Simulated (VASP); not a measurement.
# PbS in VASP: a series of runs

The runs below take PbS through electric field gradients, with PBEsol.

Program: VASP 6.6.1. These are calculated values, not measurements. Logs are shortened: lines on timing, memory, paths and dates and some standing lists are left out, and cuts for length are marked.

### 1 The cell of the first run

The cell holds a slab with vacuum, 4 atoms: a = 4.184 Å, b = 4.184 Å, c = 11.914 Å, α = 93.75°, β = 93.75°, γ = 89.21°.

### 2 Electric field gradients, PBEsol (51.92 Å³/atom)

The input, INCAR:

```
SYSTEM = PbS
PREC     = Accurate       ! precision mode
ENCUT    = 520            ! plane-wave cutoff, eV
EDIFF    = 1E-8           ! SCF threshold, eV
ISMEAR   = -1             ! smearing method
SIGMA    = 0.01           ! smearing width, eV
LREAL    = .False.        ! projectors in reciprocal space
LASPH    = .True.         ! aspherical terms in the spheres
NELM     = 60             ! most SCF steps
ALGO     = Normal         ! electronic algorithm
ISIF     = 2              ! what is computed and relaxed
LWAVE    = .False.        ! write WAVECAR
LCHARG   = .False.        ! write CHGCAR
GGA      = PS             ! functional
LEFG     = .True.       
NBANDS   = 28             ! bands
```

The input, KPOINTS:

```
Automatic mesh
0
Gamma
  7 7 3
  0 0 0
```

The input, POSCAR:

```
PbS
1.0
    2.9791952269     -2.9381622711      0.0000000000
    2.9791952269      2.9381622711      0.0000000000
   -1.0942628141      0.0000000000     11.8633772756
Pb S
2 2
Direct
    0.7756000000      0.7756000000      0.6363800000
    0.2244000000      0.2244000000      0.3636200000
    0.2684000000      0.2684000000      0.5986000000
    0.7316000000      0.7316000000      0.4014000000
```

Potentials or basis: VASP PAW PBE potentials, release 64 (Pb_d, S).

Started as:

```
cat potpaw_PBE.64/Pb_d/POTCAR potpaw_PBE.64/S/POTCAR > POTCAR
mpirun -np 1 vasp_std > vasp.out
```

OUTCAR:

```text
SYSTEM = PbS
   PREC = Accurate
   ENCUT = 520
   EDIFF = 1E-8
   ISMEAR = -1
   LREAL = .False.
   LASPH = .True.
   NELM = 60
   ISIF = 2
   GGA = PS

 ion  position               nearest neighbor table
   1  0.776  0.776  0.636-   4 2.79   3 2.97   3 2.97   3 3.01   3 3.01
   2  0.224  0.224  0.364-   3 2.79   4 2.97   4 2.97   4 3.01   4 3.01
   3  0.268  0.268  0.599-   2 2.79   1 2.97   1 2.97   1 3.01   1 3.01
   4  0.732  0.732  0.401-   1 2.79   2 2.97   2 2.97   2 3.01   2 3.01

  LATTYP: Found a base centered monoclinic cell.
 ALAT       =     5.9583904538
 B/A-ratio  =     0.9862268322
 C/A-ratio  =     1.9994891547
 COS(beta)  =    -0.0918488301

  Lattice vectors:

 A1 = (   2.9791952269,  -2.9381622711,   0.0000000000)
 A2 = (   2.9791952269,   2.9381622711,   0.0000000000)
 A3 = (  -1.0942628141,   0.0000000000,  11.8633772756)

Analysis of symmetry for initial positions (statically):
=====================================================================
 Subroutine PRICEL returns:
 Original cell was already a primitive cell.

 Routine SETGRP: Setting up the symmetry group for a
 base centered monoclinic supercell.

 Subroutine GETGRP returns: Found  4 space group operations
 (whereof  4 operations were pure point group operations)
 out of a pool of  4 trial point group operations.

The static configuration has the point symmetry C_2h.

Analysis of symmetry for dynamics (positions and initial velocities):
=====================================================================
 Subroutine PRICEL returns:
 Original cell was already a primitive cell.

 Routine SETGRP: Setting up the symmetry group for a
 base centered monoclinic supercell.

 Subroutine GETGRP returns: Found  4 space group operations
 (whereof  4 operations were pure point group operations)
 out of a pool of  4 trial point group operations.

The dynamic configuration has the point symmetry C_2h.

 Subroutine INISYM returns: Found  4 space group operations
[... 141 lines left out ...]
  ---------------------------------------------------
  ext. energy  EPLUGINS =         0.00000000
  ---------------------------------------------------
  free energy    TOTEN  =       -18.34238105 eV

  energy without entropy =      -18.34238105  energy(sigma->0) =      -18.34238105

 E-fermi :   0.6570     XC(G=0):  -5.8301

 val. band max:        0.3890563750   @ k =   0.0000   0.0000   0.0000
 cond. band min:       1.7231649958   @ k =   0.0000   0.0000   0.3333
 fundamental gap:      1.3341086208
 Fermi energy:         0.6569564751

 k-point     1 :       0.0000    0.0000    0.0000
  band No.  band energies     occupation
      1     -15.8821      2.00000
      2     -15.8116      2.00000
      3     -15.8112      2.00000
      4     -15.8041      2.00000
      5     -15.7811      2.00000
      6     -15.7760      2.00000
[... 733 lines left out ...]
     27       5.5323      0.00000
     28       6.8624      0.00000

 [... further k-points ...]

------------------------ aborting loop because EDIFF is reached ----------------------------------------

  FORCE on cell =-STRESS in cart. coord.  units (eV):
  Direction    XX          YY          ZZ          XY          YZ          ZX
  --------------------------------------------------------------------------------------
  -------------------------------------------------------------------------------------
  Total       -2.5602515     -1.6483032     -3.6402288      0.0000000      0.0000000     -0.0127010
  in kB      -19.7505931    -12.7155342    -28.0818806      0.0000000      0.0000000     -0.0979796
  external PRESSURE =     -20.1826693 kB  Pullay stress =       0.0000000 kB

 VOLUME and BASIS-vectors are now :
 -----------------------------------------------------------------------------
  energy-cutoff  :      520.00
  volume of cell :      207.69
      direct lattice vectors                 reciprocal lattice vectors
     2.979195227 -2.938162271  0.000000000     0.167830559 -0.170174399  0.015480477
     2.979195227  2.938162271  0.000000000     0.167830559  0.170174399  0.015480477
    -1.094262814  0.000000000 11.863377276     0.000000000  0.000000000  0.084293029

 POSITION                                       TOTAL-FORCE (eV/Angst)
 -----------------------------------------------------------------------------------
      3.92496      0.00000      7.54962        -0.000788      0.000000     -0.917989
      0.93917      0.00000      4.31376         0.000788      0.000000      0.917989
      0.94421      0.00000      7.10142        -0.004887      0.000000     -0.264990
      3.91992      0.00000      4.76196         0.004887      0.000000      0.264990
 -----------------------------------------------------------------------------------
    total drift:                                0.000000      0.000000      0.000000

  FREE ENERGIE OF THE ION-ELECTRON SYSTEM (eV)
  ---------------------------------------------------
  free  energy   TOTEN  =       -18.3423810527 eV

  energy  without entropy=      -18.3423810527  energy(sigma->0) =      -18.34238105

 Electric field gradients (V/A^2)
---------------------------------------------------------------------
 ion       V_xx      V_yy      V_zz      V_xy      V_xz      V_yz
---------------------------------------------------------------------
   1      88.655    33.421  -122.076    -0.000     0.360     0.000
   2      88.655    33.421  -122.076    -0.000     0.360     0.000
   3       1.194    -0.511    -0.683    -0.000     0.225    -0.000
   4       1.194    -0.511    -0.683    -0.000     0.225    -0.000
---------------------------------------------------------------------

 Electric field gradients after diagonalization (V/A^2)
 (convention: |V_zz| > |V_xx| > |V_yy|)
----------------------------------------------------------------------
 ion       V_xx      V_yy      V_zz     asymmetry (V_yy - V_xx)/ V_zz
----------------------------------------------------------------------
   1      88.656    33.421  -122.077       0.452
   2      88.656    33.421  -122.077       0.452
   3      -0.710    -0.511     1.221       0.163
   4      -0.710    -0.511     1.221       0.163
----------------------------------------------------------------------

           NMR quadrupolar parameters

 Cq : quadrupolar parameter    Cq=e*Q*V_zz/h
 eta: asymmetry parameters     (V_yy - V_xx)/ V_zz
 Q  : nuclear electric quadrupole moment in mb (millibarn)
----------------------------------------------------------------------
 ion       Cq(MHz)       eta       Q (mb)
----------------------------------------------------------------------
   1      -0.295       0.452       1.000
   2      -0.295       0.452       1.000
   3       0.003       0.163       1.000
   4       0.003       0.163       1.000
----------------------------------------------------------------------
```

OSZICAR:

```text
N       E                     dE             d eps       ncg     rms          rms(c)
DAV:   1     0.402370886411E+03    0.40237E+03   -0.17616E+04  2464   0.129E+03
DAV:   2     0.306225352750E+02   -0.37175E+03   -0.36165E+03  2616   0.347E+02
DAV:   3    -0.172712401833E+02   -0.47894E+02   -0.47243E+02  3288   0.147E+02
[... 10 lines left out ...]
DAV:  14    -0.183421351768E+02   -0.51695E-03   -0.10768E-04  2996   0.631E-02    0.352E-02
DAV:  15    -0.183423702647E+02   -0.23509E-03   -0.74468E-05  2752   0.456E-02    0.151E-02
DAV:  16    -0.183423800484E+02   -0.97837E-05   -0.10875E-05  2704   0.178E-02    0.829E-03
DAV:  17    -0.183423807742E+02   -0.72578E-06   -0.98414E-07  2688   0.585E-03    0.225E-03
DAV:  18    -0.183423810595E+02   -0.28534E-06   -0.41621E-07  2716   0.312E-03    0.182E-03
DAV:  19    -0.183423810527E+02    0.67735E-08   -0.27577E-08  2868   0.129E-03
   1 F= -.18342381E+02 E0= -.18342381E+02  d E =-.264713E-13
```

stdout:

```text
POSCAR found type information on POSCAR PbS
 POSCAR found :  2 types and       4 ions
 scaLAPACK will be used
 -----------------------------------------------------------------------------
|                                                                             |
|                                                                             |
|     You enforced a specific xc type in the INCAR file but a different       |
|     I HOPE YOU KNOW WHAT YOU ARE DOING!                                     |
|                                                                             |
 -----------------------------------------------------------------------------

 LDA part: xc-table for (Slater+PW92), standard interpolation
 POSCAR, INCAR and KPOINTS ok, starting setup
 FFT: planning ... GRIDC
 FFT: planning ... GRID_SOFT
 FFT: planning ... GRID
 WAVECAR not read
 entering main loop
ion   1

ion   2

ion   3

ion   4
```

Wall time 8.6 min (1 thread of Intel Xeon 8259CL, shared host); peak memory 0.42 GiB.

What came out:

```yaml
Free_energy: -18.3424 eV
Largest_force: 0.918 eV/Å
Band_gap_on_the_k_mesh: 1.33 eV
Largest_electric_field_gradient_by_atom: Pb -122.1; S +1.2 V/Å²
```

Forces on the atoms (eV/Å):
```
Pb  -0.001  0.000 -0.918
Pb   0.001  0.000  0.918
S   -0.005  0.000 -0.265
S    0.005  0.000  0.265
```

Electric field gradients, principal values (V/Å²):
| atom | least | middle | greatest (by size) |
| --- | --- | --- | --- |
| 1 Pb | 33.421 | 88.656 | -122.077 |
| 2 Pb | 33.421 | 88.656 | -122.077 |
| 3 S | -0.511 | -0.710 | 1.221 |
| 4 S | -0.511 | -0.710 | 1.221 |

Caveat: without QUAD_EFG the Cq values of the log hold for a quadrupole moment of 1 mb, not for the nuclei; the PAW data sets were made with another functional, which shifts forces and pressure a little; spin-orbit coupling is left out, which moves the levels of the heavy elements.

(Continued in part 2 of 2.)
